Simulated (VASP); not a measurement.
## Co: single point with PBE

Crystal: Co.

```
CELL_PARAMETERS angstrom
2.48736 0.00000 0.00000
-1.24368 2.15412 0.00000
0.00000 0.00000 4.06329
ATOMIC_POSITIONS crystal
Co 0.33333 0.66667 0.74014
Co 0.66667 0.33333 0.25986
```

```
Program             : VASP 6.6.1
Task                : single point
Functional          : PBE
Potentials or basis : VASP PAW PBE potentials, release 64 (Co)
Cutoff              : 520 eV
k mesh              : 10 × 10 × 6
Occupations         : fermi-dirac, width 0.05 eV
Spin                : collinear spin, ferromagnetic start
Starting moments    : [2.0, 2.0] μB
Fixed moment        : 4 μB
```

- Pressure: 7.6 GPa
- Largest force: 0.505 eV/Å
- Net moment: 4.00 μB per cell
- Site moments: Co +1.99 μB
- Valence electrons inside the program's atomic spheres: Co 8.26

Forces in eV/Å, atoms in the order of the input:
```
Co   0.000  0.000  0.505
Co   0.000  0.000 -0.505
```

Stress tensor (GPa, compression positive):
```
7.82 0.00 0.00
0.00 7.82 0.00
0.00 0.00 7.28
```

It took 88 s on 1 thread of Intel Xeon 8259CL, on a shared host, peak memory 0.16 GiB.

Caveat: the cell stands under pressure; the total moment is fixed, so each spin has its own Fermi level.
